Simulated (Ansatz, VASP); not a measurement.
**GaCuSe2 in VASP and in Ansatz**

```
Ga Cu Se
1.0
    -2.78521    2.78521    5.53833
     2.78521   -2.78521    5.53833
     2.78521    2.78521   -5.53833
Ga Cu Se
2 2 4
Cartesian
  0.0000 0.0000 5.5383
  2.7852 0.0000 2.7692
  0.0000 0.0000 0.0000
  0.0000 2.7852 2.7692
  1.3467 1.3926 1.3846
  1.3926 4.2237 -1.3846
  1.4385 1.3926 6.9229
  1.3926 -1.4385 4.1537
```

Alike in both runs: functional PBEsol; k mesh 7 × 7 × 7; occupations fermi-dirac, width 0.1 eV; no spin polarisation.

Ansatz relaxed the structure, and its values are those at the end. VASP's run is a single point on that final structure, the one shown.

```csv
,VASP,Ansatz
version,VASP 6.6.1,Ansatz 0.2.0
potentials or method,"VASP PAW PBE potentials, release 64 (Ga_d, Cu, Se), cutoff 520 eV",PAW plane waves
valence electrons in the cell,72,128
```

|  | VASP | Ansatz | Ansatz less VASP |
| --- | --- | --- | --- |
| gap on the k mesh at the Fermi level (eV) | none | none | - |
| pressure (GPa) | 0.2 | 0.0 | -0.17 |
| rms of the force components (eV/Å) | 0.010 | 0.000 | -0.0098 |

VASP's potentials were made for PBE, not for PBEsol, and Ansatz warns of the same on its side. A gap of «none» marks a metal or a gap that the smearing closes. VASP's potentials hold 72 valence electrons a cell and Ansatz's 128, so a difference there can come from the potentials and not from the codes.
